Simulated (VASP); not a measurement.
Input of a VASP 6.6.1 run:

File INCAR:

```
PREC = Accurate ; ENCUT = 520
EDIFF = 1E-6 ; ISMEAR = 0
SIGMA = 0.02 ; LREAL = Auto
LASPH = T ; NELM = 150
ALGO = Normal ; ISIF = 2
LWAVE = F ; LCHARG = F
ISPIN = 2 ; MAGMOM = 0 0 0 0 0 0 0 0 0 0 0 0 0 0 0 0 0 0 0 0 0
LORBIT = 11 ; GGA = PE
IVDW = 12 ; NBANDS = 62
```

Contents of KPOINTS:

```
regular mesh
0
Gamma
  2 2 1
```

The input POSCAR:

```
HC19O
1.0
    7.3980000000      0.0000000000      0.0000000000
   -3.6990000000      6.4068560000      0.0000000000
    0.0000000000      0.0000000000     13.0000000000
C H O
19 1 1
Direct
    0.0018883796      0.0056918713      0.0698255385
    0.2236458016      0.1170831684      0.0703634615
    0.0026133020      0.3389743737      0.0724419231
    0.2226856539      0.4472477608      0.0741890769
    0.0011088698      0.6726094671      0.0722605385
    0.2216937337      0.7854312630      0.0739890769
    0.3343225604      0.0063074619      0.0724104615
    0.5574722892      0.1168477955      0.0737947692
    0.3344913148      0.3389885772      0.0723943846
    0.5573634905      0.4503747236      0.0733459231
    0.3354160443      0.6727274657      0.0886876154
    0.5617734363      0.7853841260      0.0740993077
    0.6700392105      0.0062262988      0.0725207692
    0.8915266477      0.1170549174      0.0704384615
    0.6686057962      0.3391185942      0.0735800769
    0.8911183966      0.4503844007      0.0733803846
    0.6695415394      0.6726253876      0.0723163077
    0.8910482311      0.7840380680      0.0703370769
    0.3548451541      0.7166202893      0.2221741538
    0.4437032721      0.8877596125      0.2345373846
    0.2825643635      0.5803428390      0.2836829231
```

Potentials or basis: VASP PAW PBE potentials, release 64 (C, H, O).

Launch:

```sh
$ cat potpaw_PBE.64/C/POTCAR potpaw_PBE.64/H/POTCAR potpaw_PBE.64/O/POTCAR > POTCAR
$ mpirun -np 1 vasp_std > vasp.out
```

(1) Predict the largest force.

(2) What does it give for the net moment?

Answers

(1) 0.652 eV/Å.

(2) 0.00 μB per cell.

Caveat: the k points lie up to 0.49 Å⁻¹ apart; there is no dipole correction, which matters where the two faces differ; no moment was typed at the start, so none could form.
